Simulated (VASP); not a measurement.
Wanted: the native input for a VASP 6.6.1 run.

```yaml
Task: relaxation of the atoms
Functional: PBE
Dispersion: D3(BJ)
Potentials_or_basis: VASP PAW PBE potentials, release 64 (Se, Be)
Cutoff: 520 eV
k_mesh: 9 × 9 × 1
Occupations: fermi-dirac, width 0.05 eV
Spin: no spin polarisation
Dipole_correction: yes
Atoms_held_fixed_from_0: "[0, 1, 4, 5]"
Further_INCAR_settings: ALGO = Normal; EDIFF = 1e-06; IBRION = 2; EDIFFG = -0.02; NSW = 60
```

The structure of BeSe lies in POSCAR:

```
BeSe
1.0
    3.5850313806      0.0000000000      0.0000000000
   -1.7925156903      3.1047282490      0.0000000000
    0.0000000000      0.0000000000     24.5132890606
Se Be
4 4
Selective dynamics
Direct
    0.0000000000      0.0000000000      0.3059564949  F F F
    0.3333333333      0.6666666667      0.4253678827  F F F
    0.6666666667      0.3333333333      0.5447792704  T T T
    0.0000000000      0.0000000000      0.6641906581  T T T
    0.3333333333      0.6666666667      0.3358093419  F F F
    0.6666666667      0.3333333333      0.4552207296  F F F
    0.0000000000      0.0000000000      0.5746321173  T T T
    0.3333333333      0.6666666667      0.6940435051  T T T
```

These files were run (other wordings do the same):

INCAR

```
PREC = Accurate
ENCUT = 520
EDIFF = 1E-6
ISMEAR = -1
SIGMA = 0.05
LREAL = F
LASPH = T
NELM = 60
ALGO = Normal
ISIF = 2
LWAVE = F
LCHARG = F
LDIPOL = T
IDIPOL = 3
DIPOL = 0.5 0.5 0.500
GGA = PE
IVDW = 12
IBRION = 2
NSW = 60
EDIFFG = -0.02
```

KPOINTS

```
Automatic mesh
0
Gamma
  9 9 1
```

Potentials or basis: VASP PAW PBE potentials, release 64 (Se, Be).

The run is started by

```bash
$ cat potpaw_PBE.64/Se/POTCAR potpaw_PBE.64/Be/POTCAR > POTCAR
$ mpirun -np 1 vasp_std > vasp.out
```

Results of the run:

```yaml
Energy_gained_by_relaxing: 28.0 meV/atom
Ionic_steps: 11
Band_gap_on_the_k_mesh: zero (bands 16 and 17 overlap by 0.52 eV)
Dispersion_energy_per_atom: -0.270 eV
```

Run time: 17 min on 1 thread of Intel(R) Xeon(R) Platinum 8259CL CPU @ 2.50GHz (Skylake/Cascade Lake), with other jobs on the host, peak memory 0.45 GiB.
